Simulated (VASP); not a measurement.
## Ti: single point with PBEsol

Ti:

```
Ti
1.0
    -1.64100    1.51792    1.64100
     1.64100   -1.51792    1.64100
     1.64100    1.51792   -1.64100
Ti
1
Direct
  0.00000 0.00000 0.00000
```

This cell differs from its parent crystal: strain -0.0750 x Voigt [0, 1, 0, 0, 0, 0].

```json
{"Program": "VASP 6.6.1", "Task": "single point", "Functional": "PBEsol", "Potentials or basis": "VASP PAW PBE potentials, release 64 (Ti_sv)", "Cutoff": "520 eV", "k mesh": "20 × 20 × 20", "Occupations": "gaussian, width 0.15 eV", "Spin": "no spin polarisation", "Dipole correction": "no", "Further INCAR settings": "ALGO = Fast; EDIFF = 1e-06; NBANDS = 12"}
```

```json
{
 "Pressure": "1.2 GPa",
 "Band gap on the k mesh": "zero (band 6 reaches 9.55 eV, above the bottom of band 7 at 7.98 eV)"
}
```

Stress tensor (GPa, compression positive):
```
 1.97  0.00  0.00
 0.00 -0.43  0.00
 0.00  0.00  1.97
```

Levels at points of the mesh, in eV from the Fermi level:
```tsv
k point	band 2	band 3	band 4	band 5	band 6	band 7	band 8	band 9	band 10	band 11
(0.00, 0.00, 0.00)	-32.08	-32.08	-32.08	-6.10	0.62	1.25	1.25	2.50	3.24	17.37
(0.50, 0.00, 0.00)	-32.91	-32.35	-32.12	-2.64	-0.72	1.54	2.92	3.62	4.60	9.66
(0.00, 0.50, 0.00)	-32.91	-32.30	-32.06	-2.62	0.02	0.96	2.43	3.10	4.53	9.06
(0.50, 0.50, 0.50)	-32.68	-32.68	-32.56	-2.44	-2.23	4.17	4.17	4.32	8.10	8.10
```

It took 69 s on 1 thread of Intel(R) Xeon(R) 6975P-C (Granite Rapids), with other jobs on the host, peak memory 0.24 GiB.

Caveat: the cell differs from its parent crystal (strain -0.0750 x Voigt [0, 1, 0, 0, 0, 0]); the PAW data sets were made with another functional, which shifts forces and pressure a little.
